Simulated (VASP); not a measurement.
Write the native input for VASP 6.6.1 that does the following.

* Task: single point
* Functional: PBEsol
* Potentials or basis: VASP PAW PBE potentials, release 64 (Cs_sv, Li_sv, Cr_pv, Te, S)
* Cutoff: 520 eV
* k mesh: 3 × 3 × 3
* Occupations: fermi-dirac, width 0.05 eV
* Spin: collinear spin, ferromagnetic start
* Starting moments: [0.0, 0.0, 3.0, 3.0, 0.0, 0.0, 0.0, 0.0, 0.0] μB
* Dipole correction: no
* Further INCAR settings: ALGO = Normal; EDIFF = 1e-06; NBANDS = 47

The structure of CsLiCr2Te2S3 lies in POSCAR:

```
CsLiCr2Te2S3
1.0
    3.2745108907      1.8905381917      6.4085872934
   -3.2745108907      1.8905381917      6.4085872934
    0.0000000000     -3.7810810409      6.4085859194
Cs Li Cr Te S
1 1 2 2 3
Direct
    0.0000000000      0.0000000000      0.0000000000
    0.5000000000      0.5000000000      0.5000000000
    0.7961346027      0.7961346027      0.7961346027
    0.2038653973      0.2038653973      0.2038653973
    0.6705817171      0.6705817171      0.6705817171
    0.3294182829      0.3294182829      0.3294182829
    0.1334165679      0.8665834321      0.5000000000
    0.5000000000      0.1334165679      0.8665834321
    0.8665834321      0.5000000000      0.1334165679
```

These files were run (other wordings do the same):

INCAR

```
SYSTEM = CsLiCr2Te2S3
  PREC = Accurate
  ENCUT = 520
  EDIFF = 1E-6
  ISMEAR = -1
  SIGMA = 0.05
  LREAL = .FALSE.
  LASPH = .TRUE.
  NELM = 150
  ALGO = Normal
  ISIF = 2
  LWAVE = .FALSE.
  LCHARG = .TRUE.
  ISPIN = 2
  MAGMOM = 0 0 3 3 0 0 0 0 0
  LORBIT = 11
  LMAXMIX = 4
  GGA = PS
  LELF = .TRUE.
  LVHAR = .TRUE.
  NBANDS = 47
```

KPOINTS

```
Automatic mesh
0
G
  3 3 3
  0 0 0
```

Potentials or basis: VASP PAW PBE potentials, release 64 (Cs_sv, Li_sv, Cr_pv, Te, S).

Launch:

```console
$ cat potpaw_PBE.64/Cs_sv/POTCAR potpaw_PBE.64/Li_sv/POTCAR potpaw_PBE.64/Cr_pv/POTCAR potpaw_PBE.64/Te/POTCAR potpaw_PBE.64/S/POTCAR > POTCAR
$ mpirun -np 1 vasp_std > vasp.out
```

It gave:

```yaml
Largest_force: 0.013 eV/Å
Band_gap_on_the_k_mesh: zero (filled and empty bands overlap)
Net_moment: 4.01 μB per cell
Site_moments: Cs -0.01; Li +0.01; Cr +2.20; Te -0.18; S -0.07 μB
Valence_electrons_inside_the_program's_atomic_spheres: Cs 6.57; Li 2.07; Cr 10.89; Te 3.40; S 3.73
```

Caveat: the k points lie up to 0.39 Å⁻¹ apart; the PAW data sets were made with another functional, which shifts forces and pressure a little; spin-orbit coupling is left out, which moves the levels of the heavy elements; only a ferromagnetic start was run, and an antiferromagnetic order may lie lower in energy.

It took 4.4 min on 1 thread of Intel(R) Xeon(R) Platinum 8259CL CPU @ 2.50GHz (Skylake/Cascade Lake) (shared host), peak memory 0.62 GiB.
